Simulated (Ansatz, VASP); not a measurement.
# One calculation of Ir, two programs

File INCAR:

```
  ALGO = Normal
  EDIFF = 1E-6
  ENCUT = 520
  GGA = PS
  ISIF = 2
  ISMEAR = -1
  LASPH = T
  LCHARG = T
  LELF = T
  LREAL = F
  LVHAR = T
  LWAVE = F
  NBANDS = 10
  NELM = 100
  PREC = Accurate
  SIGMA = 0.08
```

File KPOINTS:

```
k-points
0
Gamma
  19 19 19
```

Contents of POSCAR:

```
Ir
1.0
    0.0000000000      1.7783401761      1.7783401761
    1.7783401761      0.0000000000      1.7783401761
    1.7783401761      1.7783401761      0.0000000000
Ir
1
Direct
    0.0000000000      0.0000000000      0.0000000000
```

Input for Ansatz:

```yaml
crystal:
  lattice:
    - [0.0, 1.7783401761, 1.7783401761]
    - [1.7783401761, 0.0, 1.7783401761]
    - [1.7783401761, 1.7783401761, 0.0]
  atoms:
    - { symbol: Ir, position: [0.0, 0.0, 0.0] }
kpoints:
  mp_grid: { grid: [19, 19, 19] }
scf:
  occupations: { method: fermi_dirac, width: 0.08 }
hamiltonian:
  xc: pbesol
  pseudopotentials: { kind: paw }
output:
  forces: true
  stress: true
  eigenvalues: true
  populations: true
  write_density: true
  write_potential: true
  elf: true
  volumetric_format: npy
```

Change from the starting cell: volume scaled by 0.8, PAW files.

Alike in both runs: task single point; functional PBEsol; k mesh 19 × 19 × 19; occupations fermi-dirac, width 0.08 eV; no spin polarisation.

```csv
,VASP,Ansatz
version,VASP 6.6.1,Ansatz 0.2.0
potentials or method,"VASP PAW PBE potentials, release 64 (Ir)","PAW with Ansatz's default frozen-core files, scalar-relativistic"
plane-wave cutoff (eV),520,420
valence electrons in the cell,9,17
```

|  | VASP | Ansatz | Ansatz less VASP |
| --- | --- | --- | --- |
| pressure (GPa) | 153.9 | 149.2 | -4.79 |

VASP's potentials were made for PBE, not for PBEsol. Both programs put the cell under a high pressure, so it lies far from rest at this level. With one functional, cell and mesh, what is left measures potentials, basis and numerics. VASP's potentials hold 9 valence electrons a cell and Ansatz's 17, so a difference there can come from the potentials and not from the codes.

Neither program's run includes spin-orbit coupling. Noted on VASP's run: the cell as given lies far from equilibrium.
